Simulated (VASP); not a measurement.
# SrTl in VASP: notebook

Runs on SrTl. Level: LDA. Tasks: single point.

Everything below comes from runs of VASP 6.6.1. Logs are shortened: lines on timing, memory, paths and dates and some standing lists are left out, and cuts for length are marked.

### Step 1. The cell of the first run

Symmetry: Pm-3m, No. 221, cubic system. Conventional cell: a = 3.830 Å, b = 3.830 Å, c = 3.830 Å, α = 90.00°, β = 90.00°, γ = 90.00°. Within 4.4 Å of Sr (site symmetry m-3m) lie 8 Tl at 3.32 Å and 6 Sr at 3.83 Å. Within 4.4 Å of Tl (site symmetry m-3m) lie 8 Sr at 3.32 Å and 6 Tl at 3.83 Å.

### Step 2. Single point, LDA (strain -0.050 along x and y, -0.050 along z)

Contents of INCAR:

```
ALGO     = Fast           # electronic algorithm
EDIFF    = 1E-6           # SCF threshold, eV
ENCUT    = 520            # plane-wave cutoff, eV
GGA      = CA             # functional
ISIF     = 2              # what is computed and relaxed
ISMEAR   = 0              # smearing method
LASPH    = T              # aspherical terms in the spheres
LCHARG   = F              # write CHGCAR
LREAL    = F              # projectors in reciprocal space
LWAVE    = F              # write WAVECAR
NBANDS   = 18             # bands
NELM     = 80             # most SCF steps
PREC     = Accurate       # precision mode
SIGMA    = 0.15           # smearing width, eV
```

Contents of KPOINTS:

```
k-points
0
Gamma
  12 12 12
```

Contents of POSCAR:

```
SrTl
1.0
    3.8304000000      0.0000000000      0.0000000000
    0.0000000000      3.8304000000      0.0000000000
    0.0000000000      0.0000000000      3.8304000000
Sr Tl
1 1
Direct
    0.0000000000      0.0000000000      0.0000000000
    0.5000000000      0.5000000000      0.5000000000
```

Potentials or basis: VASP PAW LDA potentials, release 64 (Sr_sv, Tl_d).

Launch:

```console
cat potpaw_LDA.64/Sr_sv/POTCAR potpaw_LDA.64/Tl_d/POTCAR > POTCAR
mpirun -np 1 vasp_std > vasp.out
```

OUTCAR:

```text
EDIFF = 1E-6
   ENCUT = 520
   GGA = CA
   ISIF = 2
   ISMEAR = 0
   LASPH = T
   LREAL = F
   NELM = 80
   PREC = Accurate

 ion  position               nearest neighbor table
   1  0.000  0.000  0.000-   2 3.32   2 3.32   2 3.32   2 3.32   2 3.32   2 3.32   2 3.32   2 3.32

   2  0.500  0.500  0.500-   1 3.32   1 3.32   1 3.32   1 3.32   1 3.32   1 3.32   1 3.32   1 3.32

  LATTYP: Found a simple cubic cell.
 ALAT       =     3.8304000000

  Lattice vectors:

 A1 = (   3.8304000000,   0.0000000000,   0.0000000000)
 A2 = (   0.0000000000,   3.8304000000,   0.0000000000)
 A3 = (   0.0000000000,   0.0000000000,   3.8304000000)

Analysis of symmetry for initial positions (statically):
=====================================================================
 Subroutine PRICEL returns:
 Original cell was already a primitive cell.

 Routine SETGRP: Setting up the symmetry group for a
 simple cubic supercell.

 Subroutine GETGRP returns: Found 48 space group operations
 (whereof 48 operations were pure point group operations)
 out of a pool of 48 trial point group operations.

The static configuration has the point symmetry O_h .

Analysis of symmetry for dynamics (positions and initial velocities):
=====================================================================
 Subroutine PRICEL returns:
 Original cell was already a primitive cell.

 Routine SETGRP: Setting up the symmetry group for a
 simple cubic supercell.

 Subroutine GETGRP returns: Found 48 space group operations
 (whereof 48 operations were pure point group operations)
 out of a pool of 48 trial point group operations.

The dynamic configuration has the point symmetry O_h .

 Subroutine INISYM returns: Found 48 space group operations
 (whereof 48 operations are pure point group operations),
 and found     1 'primitive' translations

----------------------------------------------------------------------------------------

                                     Primitive cell

  volume of cell :      56.1995

  direct lattice vectors                    reciprocal lattice vectors
     3.830400000  0.000000000  0.000000000     0.261069340  0.000000000  0.000000000
     0.000000000  3.830400000  0.000000000     0.000000000  0.261069340  0.000000000
     0.000000000  0.000000000  3.830400000     0.000000000  0.000000000  0.261069340

  length of vectors
     3.830400000  3.830400000  3.830400000     0.261069340  0.261069340  0.261069340

[... 72 lines left out ...]
   ISTART =      0    job   : 0-new  1-cont  2-samecut
   ICHARG =      2    charge: 1-file 2-atom 10-const
   ISPIN  =      1    spin polarized calculation?
   LNONCOLLINEAR =      F non collinear calculations
   LSORBIT =      F    spin-orbit coupling
   LASPH  =      T    aspherical Exc in radial PAW
   ENCUT  =  520.0 eV  38.22 Ry    6.18 a.u.   7.12  7.12  7.12*2*pi/ulx,y,z
   NELM   =     80;   NELMIN=  2; NELMDL= -5     # of ELM steps
   EDIFF  = 0.1E-05   stopping-criterion for ELM
   LREAL  =      F    real-space projection
[... 7 lines left out ...]
   TEBEG  =    0.0;   TEEND  =   0.0 temperature during run
   PSTRESS=    0.0 pullay stress
   NELECT =      23.0000    total number of electrons
   NUPDOWN=      -1.0000    fix difference up-down
   EMIN   =  10.00;   EMAX   =-10.00  energy-range for DOS
   EFERMI =   0.00;   METHOD = LEGACY
   ISMEAR =     0;   SIGMA  =   0.15  broadening in eV -4-tet -1-fermi 0-gaus
   EFERMI_NEDOS =   21; number of points for ismear=-14 and -15
   IALGO  =     68    algorithm
   IMIX   =      4    mixing-type and parameters
     AMIX     =   0.40;   BMIX     =  1.00
     AMIX_MAG =   1.60;   BMIX_MAG =  1.00
  volume/ion in A,a.u.               =      28.10       189.63
  Fermi-wavevector in a.u.,A,eV,Ry     =   1.215458  2.296883 20.100408  1.477338
  Thomas-Fermi vector in A             =   2.350844
   LORBIT       =      0    0 simple, 1 ext, 2 COOP (PROOUT), +10 PAW based schemes
   GGA     = CA    functional components
   LHFCALC =     F    Hartree Fock is set to
   AEXX    =    0.0000 exact exchange contribution
   IVDW    =     0    specifies the selected vdW correction
   LEPSILON=     F    determine dielectric tensor
   LRPA    =     F    only Hartree local field effects (RPA)
 non-spin polarized calculation
 RMM-DIIS sequential band-by-band and
 Gauss-broadening in eV      SIGMA  =   0.15
  energy-cutoff  :      520.00
  volume of cell :       56.20
 maximum number of plane-waves:      1532
   NGX = 15   NGY = 15   NGZ = 15

 number of electron      22.9999989 magnetization

 Free energy of the ion-electron system (eV)
  ---------------------------------------------------
  ext. energy  EPLUGINS =         0.00000000
  ---------------------------------------------------
  free energy    TOTEN  =        -5.81916479 eV

  energy without entropy =       -5.80635931  energy(sigma->0) =       -5.81276205

 E-fermi :   5.3915     XC(G=0): -10.2723

 val. band max:        5.3721465509   @ k =   0.3333   0.2500   0.0833
 cond. band min:       5.4002453581   @ k =   0.3333   0.2500   0.0000
 fundamental gap:      0.0280988072
 Fermi energy:         5.3914529065

 k-point     1 :       0.0000    0.0000    0.0000
  band No.  band energies     occupation
      1     -29.9357      2.00000
      2     -11.9881      2.00000
      3     -11.9881      2.00000
      4     -11.9881      2.00000
      5      -6.2905      2.00000
      6      -6.2905      2.00000
[... 481 lines left out ...]
      5      -6.2276      2.00000
      6      -6.1851      2.00000
[... 10 lines left out ...]
     17      11.5303      0.00000
     18      12.4283      0.00000

 [... further k-points ...]

------------------------ aborting loop because EDIFF is reached ----------------------------------------

  FORCE on cell =-STRESS in cart. coord.  units (eV):
  Direction    XX          YY          ZZ          XY          YZ          ZX
  --------------------------------------------------------------------------------------
  -------------------------------------------------------------------------------------
  Total        1.4760943      1.4760943      1.4760943     -0.0000000     -0.0000000     -0.0000000
  in kB       42.0816040     42.0816040     42.0816040     -0.0000000     -0.0000000     -0.0000000
  external PRESSURE =      42.0816040 kB  Pullay stress =       0.0000000 kB

 VOLUME and BASIS-vectors are now :
 -----------------------------------------------------------------------------
  energy-cutoff  :      520.00
  volume of cell :       56.20
      direct lattice vectors                 reciprocal lattice vectors
     3.830400000  0.000000000  0.000000000     0.261069340  0.000000000  0.000000000
     0.000000000  3.830400000  0.000000000     0.000000000  0.261069340  0.000000000
     0.000000000  0.000000000  3.830400000     0.000000000  0.000000000  0.261069340

 POSITION                                       TOTAL-FORCE (eV/Angst)
 -----------------------------------------------------------------------------------
      0.00000      0.00000      0.00000         0.000000      0.000000      0.000000
      1.91520      1.91520      1.91520         0.000000      0.000000      0.000000
 -----------------------------------------------------------------------------------
    total drift:                                0.000000      0.000000      0.000000

  FREE ENERGIE OF THE ION-ELECTRON SYSTEM (eV)
  ---------------------------------------------------
  free  energy   TOTEN  =        -5.8191647890 eV

  energy  without entropy=       -5.8063593098  energy(sigma->0) =       -5.81276205
```

OSZICAR:

```text
N       E                     dE             d eps       ncg     rms          rms(c)
DAV:   1     0.112926916232E+03    0.11293E+03   -0.11981E+04  3024   0.119E+03
DAV:   2    -0.250814969776E+01   -0.11544E+03   -0.11339E+03  3474   0.266E+02
DAV:   3    -0.592104009590E+01   -0.34129E+01   -0.33880E+01  4734   0.361E+01
DAV:   4    -0.596963040716E+01   -0.48590E-01   -0.48526E-01  3722   0.360E+00
DAV:   5    -0.597053249684E+01   -0.90209E-03   -0.90190E-03  4130   0.406E-01    0.215E+01
RMM:   6    -0.584689656175E+01    0.12364E+00   -0.21863E-01  3169   0.307E+00    0.121E+01
RMM:   7    -0.582159859385E+01    0.25298E-01   -0.11979E-01  3405   0.275E+00    0.956E-01
RMM:   8    -0.581876099609E+01    0.28376E-02   -0.22854E-02  3770   0.971E-01    0.115E-01
RMM:   9    -0.581906420289E+01   -0.30321E-03   -0.28753E-03  4327   0.262E-01    0.896E-02
RMM:  10    -0.581914571410E+01   -0.81511E-04   -0.61292E-04  4710   0.101E-01    0.506E-02
RMM:  11    -0.581915588379E+01   -0.10170E-04   -0.15061E-04  4350   0.569E-02    0.240E-02
RMM:  12    -0.581916278773E+01   -0.69039E-05   -0.51143E-05  4271   0.276E-02    0.104E-02
RMM:  13    -0.581916400800E+01   -0.12203E-05   -0.14332E-05  3840   0.165E-02    0.378E-03
RMM:  14    -0.581916478899E+01   -0.78098E-06   -0.59286E-06  3128   0.915E-03
   1 F= -.58191648E+01 E0= -.58127620E+01  d E =-.128055E-01
```

stdout:

```text
POSCAR found type information on POSCAR SrTl
 POSCAR found :  2 types and       2 ions
 scaLAPACK will be used
 LDA part: xc-table for (Slater(with rela. corr.)+CA(PZ))
 , standard interpolation
 POSCAR, INCAR and KPOINTS ok, starting setup
 FFT: planning ... GRIDC
 FFT: planning ... GRID_SOFT
 FFT: planning ... GRID
 WAVECAR not read
 entering main loop
WARNING in EDDRMM: call to ZHEGV failed, returncode =   6  3     13
WARNING in EDDRMM: call to ZHEGV failed, returncode =   8  4     10
```

Run time: 28 s. Hardware: 1 thread of Intel Xeon 6975P-C (Granite Rapids), shared host; peak memory 0.2 GiB.

What came out:

* Free energy: -5.8192 eV
* Pressure: 4.2 GPa
* Band gap on the k mesh: zero (an odd number of electrons rules out a gap without spin polarisation)

Caveat: the cell differs from its parent crystal (strain -0.050 along x and y, -0.050 along z); the cell stands under pressure; spin-orbit coupling is left out, which moves the levels of the heavy elements.

### Step 3. Single point, LDA (strain -0.050 along x and y, +0.000 along z)

Contents of INCAR:

```
ALGO     = Fast           # electronic algorithm
EDIFF    = 1E-6           # SCF threshold, eV
ENCUT    = 520            # plane-wave cutoff, eV
GGA      = CA             # functional
ISIF     = 2              # what is computed and relaxed
ISMEAR   = 0              # smearing method
LASPH    = True           # aspherical terms in the spheres
LCHARG   = True           # write CHGCAR
LELF     = True           # ELF
LREAL    = False          # projectors in reciprocal space
LVHAR    = True         
LWAVE    = False          # write WAVECAR
NBANDS   = 18             # bands
NELM     = 60             # most SCF steps
PREC     = Accurate       # precision mode
SIGMA    = 0.15           # smearing width, eV
```

KPOINTS is that of step 2.

Changes to POSCAR since step 2:

```diff
@@ -4,3 +4,3 @@
     0.0000000000      3.8304000000      0.0000000000
-    0.0000000000      0.0000000000      3.8304000000
+    0.0000000000      0.0000000000      4.0320000000
 Sr Tl
```

Potentials or basis: VASP PAW LDA potentials, release 64 (Sr_sv, Tl_d).

Launch:

```console
cat potpaw_LDA.64/Sr_sv/POTCAR potpaw_LDA.64/Tl_d/POTCAR > POTCAR
mpirun -np 1 vasp_std > vasp.out
```

It took 76 s on 1 thread of Intel Xeon 6975P-C (Granite Rapids), shared host; peak memory 0.31 GiB.

The run converged. Its results:

```yaml
Free_energy: -5.8681 eV
Pressure: 1.7 GPa
Band_gap_on_the_k_mesh: zero (an odd number of electrons rules out a gap without spin polarisation)
```

Stress tensor (GPa, compression positive):
```
2.02 0.00 0.00
0.00 2.02 0.00
0.00 0.00 1.17
```

Levels at points of the mesh, in eV from the Fermi level:
```
           k point  band 8  band 9  band 10  band 11  band 12  band 13  band 14  band 15
(0.00, 0.00, 0.00)  -11.42  -11.39    -8.30     1.11     1.19     2.62     3.47     3.47
(0.50, 0.00, 0.00)  -11.40  -11.35    -6.38    -3.19     1.14     1.52     1.88     5.26
(0.50, 0.50, 0.00)  -11.45  -11.22    -5.95    -0.72    -0.72     1.22     3.63     3.63
(0.00, 0.00, 0.50)  -11.40  -11.38    -6.66    -3.26     1.40     1.79     1.79     5.51
(0.50, 0.00, 0.50)  -11.47  -11.25    -6.23    -0.96    -0.70     0.97     3.93     4.16
(0.50, 0.50, 0.50)  -11.26  -11.22    -4.58    -1.73    -1.73    -1.70     4.89     5.04
```

Caveat: the cell differs from its parent crystal (strain -0.050 along x and y, +0.000 along z); spin-orbit coupling is left out, which moves the levels of the heavy elements.

### Step 4. Single point, LDA (strain +0.000 along x and y, -0.050 along z)

Contents of INCAR:

```
SYSTEM = SrTl
PREC = Accurate
ENCUT = 520
EDIFF = 1E-6
ISMEAR = 0
SIGMA = 0.15
LREAL = .FALSE.
LASPH = .TRUE.
NELM = 80
ALGO = Fast
ISIF = 2
LWAVE = .FALSE.
LCHARG = .FALSE.
GGA = CA
NBANDS = 18
```

Contents of KPOINTS:

```
regular mesh
0
G
  12 12 12
  0 0 0
```

Contents of POSCAR:

```
SrTl
1.0
    4.0320000000      0.0000000000      0.0000000000
    0.0000000000      4.0320000000      0.0000000000
    0.0000000000      0.0000000000      3.8304000000
Sr Tl
1 1
Direct
    0.0000000000      0.0000000000      0.0000000000
    0.5000000000      0.5000000000      0.5000000000
```

Launch:

```console
cat potpaw_LDA.64/Sr_sv/POTCAR potpaw_LDA.64/Tl_d/POTCAR > POTCAR
mpirun -np 1 vasp_std > vasp.out
```

Run time: 82 s. Hardware: 1 thread of Intel Xeon 6975P-C (Granite Rapids), shared host; peak memory 0.32 GiB.

The run converged. Its results:

```
Free energy            : -5.8812 eV
Pressure               : -0.2 GPa
Band gap on the k mesh : zero (an odd number of electrons rules out a gap without spin polarisation)
```

Stress tensor (GPa, compression positive):
```
-0.59  0.00  0.00
 0.00 -0.59  0.00
 0.00  0.00  0.43
```

Levels at points of the mesh, in eV from the Fermi level:
| k point | band 8 | band 9 | band 10 | band 11 | band 12 | band 13 | band 14 | band 15 |
| --- | --- | --- | --- | --- | --- | --- | --- | --- |
| (0.00, 0.00, 0.00) | -11.35 | -11.35 | -8.10 | 1.16 | 1.18 | 2.74 | 2.74 | 3.60 |
| (0.50, 0.00, 0.00) | -11.35 | -11.33 | -6.53 | -3.13 | 1.31 | 1.47 | 2.06 | 5.26 |
| (0.50, 0.50, 0.00) | -11.41 | -11.23 | -6.25 | -0.88 | -0.88 | 0.81 | 4.07 | 4.07 |
| (0.00, 0.00, 0.50) | -11.36 | -11.29 | -6.24 | -3.04 | 1.40 | 1.40 | 1.63 | 5.02 |
| (0.50, 0.00, 0.50) | -11.40 | -11.21 | -5.96 | -0.88 | -0.63 | 1.08 | 3.53 | 3.77 |
| (0.50, 0.50, 0.50) | -11.23 | -11.20 | -4.65 | -1.61 | -1.57 | -1.57 | 4.66 | 4.66 |

Caveat: the cell differs from its parent crystal (strain +0.000 along x and y, -0.050 along z); spin-orbit coupling is left out, which moves the levels of the heavy elements.

### Step 5. Single point, LDA (strain +0.000 along x and y, +0.050 along z)

Contents of INCAR:

```
SYSTEM = SrTl
ALGO = Fast ; EDIFF = 1E-6
ENCUT = 520 ; GGA = CA
ISIF = 2 ; ISMEAR = 0
LASPH = .TRUE. ; LCHARG = .FALSE.
LREAL = .FALSE. ; LWAVE = .FALSE.
NBANDS = 18 ; NELM = 60
PREC = Accurate ; SIGMA = 0.15
```

Contents of KPOINTS:

```
k-points
0
G
  12 12 12
  0 0 0
```

Changes to POSCAR since step 4:

```diff
@@ -4,3 +4,3 @@
     0.0000000000      4.0320000000      0.0000000000
-    0.0000000000      0.0000000000      3.8304000000
+    0.0000000000      0.0000000000      4.2336000000
 Sr Tl
```

Launch:

```console
cat potpaw_LDA.64/Sr_sv/POTCAR potpaw_LDA.64/Tl_d/POTCAR > POTCAR
mpirun -np 1 vasp_std > vasp.out
```

Wall time 89 s (1 thread of Intel Xeon 6975P-C (Granite Rapids), shared host); peak memory 0.35 GiB.

It converged, with:

```
Free energy            : -5.8153 eV
Pressure               : -2.9 GPa
Band gap on the k mesh : zero (an odd number of electrons rules out a gap without spin polarisation)
```

Stress tensor (GPa, compression positive):
```
-2.73  0.00  0.00
 0.00 -2.73  0.00
 0.00  0.00 -3.29
```

Levels at points of the mesh, in eV from the Fermi level:
```
           k point  band 8  band 9  band 10  band 11  band 12  band 13  band 14  band 15
(0.00, 0.00, 0.00)  -11.29  -11.28    -7.74     1.17     1.25     2.27     2.99     2.99
(0.50, 0.00, 0.00)  -11.28  -11.24    -6.26    -2.86     1.18     1.62     1.80     4.80
(0.50, 0.50, 0.00)  -11.30  -11.16    -5.77    -0.72    -0.72     1.04     3.34     3.34
(0.00, 0.00, 0.50)  -11.27  -11.27    -6.49    -2.94     1.51     1.72     1.72     4.99
(0.50, 0.00, 0.50)  -11.32  -11.18    -6.00    -0.92    -0.73     0.80     3.60     3.78
(0.50, 0.50, 0.50)  -11.18  -11.16    -4.77    -1.35    -1.35    -1.32     4.15     4.20
```

Caveat: the cell differs from its parent crystal (strain +0.000 along x and y, +0.050 along z); spin-orbit coupling is left out, which moves the levels of the heavy elements.

### Step 6. Single point, LDA (strain +0.050 along x and y, +0.000 along z)

Contents of INCAR:

```
SYSTEM = SrTl
  PREC = Accurate
  ENCUT = 520
  EDIFF = 1E-7
  ISMEAR = 0
  SIGMA = 0.15
  LREAL = .FALSE.
  LASPH = .TRUE.
  NELM = 100
  ALGO = Fast
  ISIF = 2
  LWAVE = .FALSE.
  LCHARG = .FALSE.
  NBANDS = 18
```

Contents of KPOINTS:

```
regular mesh
0
G
  12 12 12
  0 0 0
```

Contents of POSCAR:

```
SrTl
1.0
    4.2336000000      0.0000000000      0.0000000000
    0.0000000000      4.2336000000      0.0000000000
    0.0000000000      0.0000000000      4.0320000000
Sr Tl
1 1
Direct
    0.0000000000      0.0000000000      0.0000000000
    0.5000000000      0.5000000000      0.5000000000
```

Potentials or basis: VASP PAW LDA potentials, release 64 (Sr_sv, Tl_d).

Launch:

```console
cat potpaw_LDA.64/Sr_sv/POTCAR potpaw_LDA.64/Tl_d/POTCAR > POTCAR
mpirun -np 1 vasp_std > vasp.out
```

Wall time 2.1 min (1 thread of Intel Xeon 6975P-C (Granite Rapids), shared host); peak memory 0.36 GiB.

It converged, with:

```
Free energy            : -5.7425 eV
Pressure               : -3.8 GPa
Band gap on the k mesh : zero (an odd number of electrons rules out a gap without spin polarisation)
```

Stress tensor (GPa, compression positive):
```
-4.01  0.00  0.00
 0.00 -4.01  0.00
 0.00  0.00 -3.28
```

Levels at points of the mesh, in eV from the Fermi level:
| k point | band 7 | band 8 | band 9 | band 10 | band 11 | band 12 | band 13 | band 14 | band 15 | band 16 |
| --- | --- | --- | --- | --- | --- | --- | --- | --- | --- | --- |
| (0.00, 0.00, 0.00) | -11.26 | -11.25 | -11.25 | -7.56 | 1.22 | 1.22 | 2.39 | 2.39 | 3.12 | 3.52 |
| (0.50, 0.00, 0.00) | -11.26 | -11.24 | -11.23 | -6.36 | -2.81 | 1.32 | 1.56 | 1.95 | 4.78 | 5.21 |
| (0.50, 0.50, 0.00) | -11.28 | -11.28 | -11.16 | -6.01 | -0.85 | -0.85 | 0.66 | 3.71 | 3.71 | 4.40 |
| (0.00, 0.00, 0.50) | -11.28 | -11.25 | -11.20 | -6.13 | -2.71 | 1.40 | 1.40 | 1.70 | 4.59 | 5.46 |
| (0.50, 0.00, 0.50) | -11.29 | -11.27 | -11.14 | -5.79 | -0.82 | -0.64 | 0.91 | 3.26 | 3.46 | 3.92 |
| (0.50, 0.50, 0.50) | -11.30 | -11.16 | -11.14 | -4.81 | -1.24 | -1.21 | -1.21 | 3.96 | 3.96 | 3.99 |

Caveat: the cell differs from its parent crystal (strain +0.050 along x and y, +0.000 along z); the cell stands under tension; spin-orbit coupling is left out, which moves the levels of the heavy elements.

### Step 7. Overview

```csv
cell,further INCAR settings,gap on the mesh (eV),pressure (GPa)
"a = 3.830 Å, 2 atoms",ALGO = Fast; EDIFF = 1e-06; NBANDS = 18,none,4.2
"a = 3.830, b = 3.830, c = 4.032 Å, 2 atoms",ALGO = Fast; EDIFF = 1e-06; NBANDS = 18,none,1.7
"a = 4.032, b = 4.032, c = 3.830 Å, 2 atoms",ALGO = Fast; EDIFF = 1e-06; NBANDS = 18,none,-0.2
"a = 4.032, b = 4.032, c = 4.234 Å, 2 atoms",ALGO = Fast; EDIFF = 1e-06; NBANDS = 18,none,-2.9
"a = 4.234, b = 4.234, c = 4.032 Å, 2 atoms",ALGO = Fast; EDIFF = 1e-07; NBANDS = 18,none,-3.8
```

Alike in all rows: task single point; level LDA; potentials or basis VASP PAW LDA potentials, release 64 (Sr_sv, Tl_d); no spin polarisation; k mesh 12 × 12 × 12; cutoff (eV) 520; smearing gaussian 0.15 eV.

Caveats: spin-orbit coupling is left out, which moves the levels of the heavy elements; the cell stands under pressure (at least some runs); the cell stands under tension (at least some runs).

Total energies depend on the potentials used, so only differences within one code and one set of settings carry meaning.
